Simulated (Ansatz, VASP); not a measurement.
# TiC: VASP beside Ansatz

```
CELL_PARAMETERS angstrom
0.00000 1.98279 2.57762
1.98279 0.00000 2.57762
1.98279 1.98279 0.00000
ATOMIC_POSITIONS crystal
Ti 0.00000 0.00000 0.00000
C 0.50000 0.50000 0.50000
```

Alike in both runs: task single point; functional LDA; k mesh 20 × 20 × 20; occupations gaussian, width 0.15 eV; no spin polarisation.

```csv
,VASP,Ansatz
version,VASP 6.6.1,Ansatz 0.2.0
potentials or method,"VASP PAW LDA potentials, release 64 (Ti_sv, C), cutoff 520 eV","scalar-relativistic, plane waves, PAW"
valence electrons in the cell,16,16
```

VASP gave:

```
gap on the k mesh at the Fermi level (eV)                     : none
pressure (GPa)                                                : 19.5
traceless stress, the component that is largest in VASP (GPa) : -57.99
```

What did Ansatz give for the same quantities?

gap on the k mesh at the Fermi level (eV): none; pressure (GPa): 19.0; traceless stress, the component that is largest in VASP (GPa): -57.39.

LDA's correlation is that of Perdew and Zunger in VASP and of Perdew and Wang (1992) in Ansatz. A gap of «none» marks a metal or a gap that the smearing closes.
